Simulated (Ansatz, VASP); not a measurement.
Given: the input of a run of VASP 6.6.1 on Rh.

Contents of INCAR:

```
SYSTEM = Rh
PREC = Accurate
ENCUT = 520
EDIFF = 1E-6
ISMEAR = -1
SIGMA = 0.05
LREAL = .False.
LASPH = .True.
NELM = 100
ALGO = Normal
ISIF = 2
LWAVE = .False.
LCHARG = .False.
GGA = CA
NBANDS = 22
```

File KPOINTS:

```
regular mesh
0
Gamma
  11 11 6
  0 0 0
```

The input POSCAR:

```
Rh
1.0
    2.7845412492      0.0000000000      0.0000000000
   -1.3922706246      2.4114834597      0.0000000000
    0.0000000000      0.0000000000      4.5153441684
Rh
2
Direct
    0.3333333333      0.6666666667      0.2500000000
    0.6666666667      0.3333333333      0.7500000000
```

Potentials or basis: VASP PAW LDA potentials, release 64 (Rh_pv).

Command:

```bash
$ cat potpaw_LDA.64/Rh_pv/POTCAR > POTCAR
$ mpirun -np 1 vasp_std > vasp.out
```

Problem. Translate it to Ansatz 0.2.0. Potentials there: all-electron LAPW, scalar-relativistic.

Solution. As run (the cutoff follows the program's own potentials):

The input input.yaml:

```yaml
crystal:
  lattice:
    - [2.7845412492, 0.0, 0.0]
    - [-1.3922706246, 2.4114834597, 0.0]
    - [0.0, 0.0, 4.5153441684]
  atoms:
    - { symbol: Rh, position: [0.3333333333, 0.6666666667, 0.25] }
    - { symbol: Rh, position: [0.6666666667, 0.3333333333, 0.75] }
kpoints:
  mp_grid: { grid: [11, 11, 6] }
scf:
  occupations: { method: fermi_dirac, width: 0.05 }
hamiltonian:
  xc: lda
  pseudopotentials: { kind: all_electron, lapw: { basis_error: 0.001 } }
output:
  forces: true
  stress: true
  eigenvalues: true
```

Potentials or basis: all-electron LAPW, scalar-relativistic.

Run with:

```bash
$ ansatz run input.yaml --threads 1 --pin off --max-ram 3072MiB --backend cpu --events-out ev --progress --plain --runs-dir out
```

Both were run:

|  | VASP | Ansatz | Ansatz less VASP |
| --- | --- | --- | --- |
| gap on the k mesh at the Fermi level (eV) | none | none | - |
| pressure (GPa) | -29.1 | -29.7 | -0.58 |
| traceless stress, the component that is largest in VASP (GPa) | -1.06 | -1.09 | -0.024 |

LDA's correlation is that of Perdew and Zunger in VASP and of Perdew and Wang (1992) in Ansatz. A gap of «none» marks a metal or a gap that the smearing closes. Both programs put the cell under strong tension, so it lies far from rest at this level. Ansatz ran all-electron here, and VASP with PAW potentials.
